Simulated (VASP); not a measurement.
MnB6, 7 atoms in the cell. It takes space group P6/mmm (No. 191, hexagonal). The conventional cell has a = 3.566 Å, b = 3.566 Å, c = 5.399 Å, α = 90.00°, β = 90.00°, γ = 120.00°. Within 2.8 Å of Mn (site symmetry 6/mmm) lie 12 B at 2.09 Å. Within 2.4 Å of B (site symmetry 2mm) lie 5 B at 1.78 to 2.18 Å and 2 Mn at 2.09 Å. 

```yaml
Program: VASP 6.6.1
Task: single point
Functional: PBE
Potentials_or_basis: VASP PAW PBE potentials, release 64 (Mn_pv, B)
Cutoff: 520 eV
k_mesh: 12 × 12 × 6
Occupations: gaussian, width 0.1 eV
Spin: no spin polarisation
Dipole_correction: no
k_mesh_for_the_DOS: 18 × 18 × 9
Occupations_for_the_DOS: tetrahedron
Further_INCAR_settings: ALGO = Normal; EDIFF = 1e-07
```

Potentials or basis: VASP PAW PBE potentials, release 64 (Mn_pv, B).

The run is started by

```console
$ cat potpaw_PBE.64/Mn_pv/POTCAR potpaw_PBE.64/B/POTCAR > POTCAR
$ cp INCAR.step1 INCAR
$ cp KPOINTS.step1 KPOINTS
$ mpirun -np 1 vasp_std > vasp.out
$ cp INCAR.step2 INCAR
$ cp KPOINTS.step2 KPOINTS
$ mpirun -np 1 vasp_std > vasp.out
```

Hardware: 1 thread of AMD EPYC 9R45 96-Core Processor (Zen 5) (shared host).

Problem. Estimate the wall time of this run.

Solution. Run time: 2.4 min on 1 thread of AMD EPYC 9R45 96-Core Processor (Zen 5) (shared host), peak memory 0.28 GiB. Counts: k points 185.
